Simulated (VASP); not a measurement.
# CaBr (P6_3mc) in VASP: single point with PBE

Aim: the single point of CaBr with PBE.

Everything below comes from runs of VASP 6.6.1. Logs are shortened: lines on timing, memory, paths and dates and some standing lists are left out, and cuts for length are marked.

## (1) The cell of the first run

The structure is hexagonal, space group P6_3mc (No. 186). The conventional cell has a = 3.949 Å, b = 3.949 Å, c = 9.643 Å, α = 90.00°, β = 90.00°, γ = 120.00°. Within 3.5 Å of Ca (site symmetry 3m) lie 4 Br at 2.65 to 3.15 Å. Br (site symmetry 3m) has 4 Ca at 2.65 to 3.15 Å within 3.5 Å.

## (2) Single point, PBE (strained)

INCAR reads:

```
PREC = Accurate
ENCUT = 520
EDIFF = 1E-7
ISMEAR = 0
SIGMA = 0.1
LREAL = False
LASPH = True
NELM = 100
ALGO = Normal
ISIF = 2
LWAVE = False
LCHARG = False
GGA = PE
NBANDS = 25
```

KPOINTS reads:

```
Automatic mesh
0
Gamma
  12 12 6
```

POSCAR reads:

```
CaBr
1.0
    3.9494528321      0.0000000000      0.0000000000
   -1.9747264160      3.4203264837      0.0000000000
    0.0000000000      0.0000000000      9.6433030645
Ca Br
2 2
Direct
    0.3333333300      0.6666666700      0.3250035172
    0.6666666700      0.3333333300      0.8250035172
    0.3333333300      0.6666666700      0.0499964828
    0.6666666700      0.3333333300      0.5499964828
```

Potentials or basis: VASP PAW PBE potentials, release 64 (Ca_sv, Br).

Launch:

```sh
cat potpaw_PBE.64/Ca_sv/POTCAR potpaw_PBE.64/Br/POTCAR > POTCAR
mpirun -np 1 vasp_std > vasp.out
```

OUTCAR:

```text
PREC = Accurate
   ENCUT = 520
   EDIFF = 1E-7
   ISMEAR = 0
   LREAL = False
   LASPH = True
   NELM = 100
   ISIF = 2
   GGA = PE

 ion  position               nearest neighbor table
   1  0.333  0.667  0.325-   3 2.65
   2  0.667  0.333  0.825-   4 2.65
   3  0.333  0.667  0.050-   1 2.65
   4  0.667  0.333  0.550-   2 2.65

  LATTYP: Found a hexagonal cell.
 ALAT       =     3.9494528321
 C/A-ratio  =     2.4416807782

  Lattice vectors:

 A1 = (   3.9494528321,   0.0000000000,   0.0000000000)
 A2 = (  -1.9747264160,   3.4203264837,   0.0000000000)
 A3 = (   0.0000000000,   0.0000000000,   9.6433030645)

Analysis of symmetry for initial positions (statically):
=====================================================================
 Subroutine PRICEL returns:
 Original cell was already a primitive cell.

 Routine SETGRP: Setting up the symmetry group for a
 hexagonal supercell.

 Subroutine GETGRP returns: Found 12 space group operations
 (whereof  6 operations were pure point group operations)
 out of a pool of 24 trial point group operations.

The static configuration has the point symmetry C_3v.
 The point group associated with its full space group is C_6v.

Analysis of symmetry for dynamics (positions and initial velocities):
=====================================================================
 Subroutine PRICEL returns:
 Original cell was already a primitive cell.

 Routine SETGRP: Setting up the symmetry group for a
 hexagonal supercell.

 Subroutine GETGRP returns: Found 12 space group operations
 (whereof  6 operations were pure point group operations)
 out of a pool of 24 trial point group operations.

The dynamic configuration has the point symmetry C_3v.
 The point group associated with its full space group is C_6v.

 Subroutine INISYM returns: Found 12 space group operations
 (whereof  6 operations are pure point group operations),
 and found     1 'primitive' translations

----------------------------------------------------------------------------------------

                                     Primitive cell

  volume of cell :     130.2658

  direct lattice vectors                    reciprocal lattice vectors
     3.949452832  0.000000000  0.000000000     0.253199631  0.146184875  0.000000000
    -1.974726416  3.420326484  0.000000000     0.000000000  0.292369750  0.000000000
     0.000000000  0.000000000  9.643303064     0.000000000  0.000000000  0.103698908

  length of vectors
     3.949452832  3.949452832  9.643303064     0.292369750  0.292369750  0.103698908
[... 86 lines left out ...]
   LREAL  =      F    real-space projection
   EDIFFG = 0.1E-05   stopping-criterion for IOM
   NSW    =      0    number of steps for IOM
   IBRION =     -1    ionic relax: 0-MD 1-quasi-New 2-CG
   NFREE  =      0    steps in history (QN), initial steepest desc. (CG)
   ISIF   =      2    stress and relaxation
   ISYM   =      2    0-nonsym 1-usesym 2-fastsym
   POTIM  = 0.5000    time-step for ionic-motion
   TEBEG  =    0.0;   TEEND  =   0.0 temperature during run
   PSTRESS=    0.0 pullay stress
   NELECT =      34.0000    total number of electrons
   NUPDOWN=      -1.0000    fix difference up-down
   EMIN   =  10.00;   EMAX   =-10.00  energy-range for DOS
   EFERMI =   0.00;   METHOD = LEGACY
   ISMEAR =     0;   SIGMA  =   0.10  broadening in eV -4-tet -1-fermi 0-gaus
   EFERMI_NEDOS =   21; number of points for ismear=-14 and -15
   IALGO  =     38    algorithm
   IMIX   =      4    mixing-type and parameters
     AMIX     =   0.40;   BMIX     =  1.00
     AMIX_MAG =   1.60;   BMIX_MAG =  1.00
  volume/ion in A,a.u.               =      32.57       219.77
  Fermi-wavevector in a.u.,A,eV,Ry     =   1.046223  1.977075 14.892707  1.094583
  Thomas-Fermi vector in A             =   2.181052
   LORBIT       =      0    0 simple, 1 ext, 2 COOP (PROOUT), +10 PAW based schemes
   GGA     = PE    functional components
   LHFCALC =     F    Hartree Fock is set to
   AEXX    =    0.0000 exact exchange contribution
   IVDW    =     0    specifies the selected vdW correction
   LEPSILON=     F    determine dielectric tensor
   LRPA    =     F    only Hartree local field effects (RPA)
 non-spin polarized calculation
 Gauss-broadening in eV      SIGMA  =   0.10
  energy-cutoff  :      520.00
  volume of cell :      130.27
 maximum number of plane-waves:      3545
 NGX is ok and might be reduce to    30
   NGX = 15   NGY = 15   NGZ = 35

 number of electron      34.0000000 magnetization

 Free energy of the ion-electron system (eV)
  ---------------------------------------------------
  ext. energy  EPLUGINS =         0.00000000
  ---------------------------------------------------
  free energy    TOTEN  =       -11.75468631 eV

  energy without entropy =      -11.73517448  energy(sigma->0) =      -11.74493040

 E-fermi :   3.3873     XC(G=0):  -8.2511

 val. band max:        3.3582175295   @ k =   0.4167   0.0000   0.3333
 cond. band min:       3.3884859725   @ k =   0.2500   0.1667   0.1667
 fundamental gap:      0.0302684430
 Fermi energy:         3.3873434185

 k-point     1 :       0.0000    0.0000    0.0000
  band No.  band energies     occupation
      1     -38.8469      2.00000
      2     -38.8465      2.00000
      3     -19.9027      2.00000
      4     -19.8572      2.00000
      5     -19.8411      2.00000
      6     -19.8411      2.00000
[... 661 lines left out ...]
     24       6.4232      0.00000
     25       6.6462      0.00000

 [... further k-points ...]

------------------------ aborting loop because EDIFF is reached ----------------------------------------

  FORCE on cell =-STRESS in cart. coord.  units (eV):
  Direction    XX          YY          ZZ          XY          YZ          ZX
  --------------------------------------------------------------------------------------
  -------------------------------------------------------------------------------------
  Total        1.0431765      1.0431765      3.9276803      0.0000000     -0.0000000      0.0000000
  in kB       12.8303373     12.8303373     48.3077047      0.0000000     -0.0000000      0.0000000
  external PRESSURE =      24.6561264 kB  Pullay stress =       0.0000000 kB

 VOLUME and BASIS-vectors are now :
 -----------------------------------------------------------------------------
  energy-cutoff  :      520.00
  volume of cell :      130.27
      direct lattice vectors                 reciprocal lattice vectors
     3.949452832  0.000000000  0.000000000     0.253199631  0.146184875  0.000000000
    -1.974726416  3.420326484  0.000000000     0.000000000  0.292369750  0.000000000
     0.000000000  0.000000000  9.643303064     0.000000000  0.000000000  0.103698908

 POSITION                                       TOTAL-FORCE (eV/Angst)
 -----------------------------------------------------------------------------------
     -0.00000      2.28022      3.13411         0.000000     -0.000000      1.018008
      1.97473      1.14011      7.95576        -0.000000      0.000000      1.018008
     -0.00000      2.28022      0.48213        -0.000000      0.000000     -1.018008
      1.97473      1.14011      5.30378         0.000000      0.000000     -1.018008
 -----------------------------------------------------------------------------------
    total drift:                                0.000004     -0.000002      0.000007

  FREE ENERGIE OF THE ION-ELECTRON SYSTEM (eV)
  ---------------------------------------------------
  free  energy   TOTEN  =       -11.7546863057 eV

  energy  without entropy=      -11.7351744846  energy(sigma->0) =      -11.74493040
```

OSZICAR:

```text
N       E                     dE             d eps       ncg     rms          rms(c)
DAV:   1     0.300272731804E+03    0.30027E+03   -0.15966E+04  3800   0.122E+03
DAV:   2     0.133878085825E+02   -0.28688E+03   -0.27675E+03  4385   0.331E+02
DAV:   3    -0.106753287263E+02   -0.24063E+02   -0.23799E+02  6326   0.793E+01
DAV:   4    -0.118575322674E+02   -0.11822E+01   -0.11776E+01  5979   0.165E+01
DAV:   5    -0.119015717243E+02   -0.44039E-01   -0.44029E-01  5635   0.217E+00    0.572E+00
DAV:   6    -0.117665819282E+02    0.13499E+00   -0.23781E-01  5021   0.275E+00    0.342E+00
DAV:   7    -0.117547408511E+02    0.11841E-01   -0.22293E-01  4998   0.290E+00    0.545E-01
DAV:   8    -0.117542837078E+02    0.45714E-03   -0.20281E-02  4961   0.866E-01    0.123E-01
DAV:   9    -0.117545922450E+02   -0.30854E-03   -0.10936E-03  5615   0.207E-01    0.409E-02
DAV:  10    -0.117546469628E+02   -0.54718E-04   -0.68160E-05  5116   0.565E-02    0.208E-02
DAV:  11    -0.117546866389E+02   -0.39676E-04   -0.52762E-05  5085   0.445E-02    0.738E-03
DAV:  12    -0.117546862438E+02    0.39510E-06   -0.25174E-06  5894   0.834E-03    0.215E-03
DAV:  13    -0.117546863057E+02   -0.61910E-07   -0.22223E-07  4429   0.350E-03
   1 F= -.11754686E+02 E0= -.11744930E+02  d E =-.195118E-01
```

Run time: 2.5 min. Hardware: 1 thread of Intel Xeon Platinum 8488C (Sapphire Rapids), shared host; peak memory 0.4 GiB.

What came out:

```
Free energy            : -11.7547 eV
Pressure               : 2.5 GPa
Largest force          : 1.018 eV/Å
Band gap on the k mesh : zero (bands 17 and 18 overlap by 1.79 eV)
```

Forces in eV/Å, atoms in the order of the input:
```
Ca   0.000  0.000  1.018
Ca   0.000  0.000  1.018
Br   0.000  0.000 -1.018
Br   0.000  0.000 -1.018
```

Caveat: the cell differs from its parent crystal (strained); forces of over 1 eV/Å act on the atoms, so gaps and moduli don't describe the material at rest.
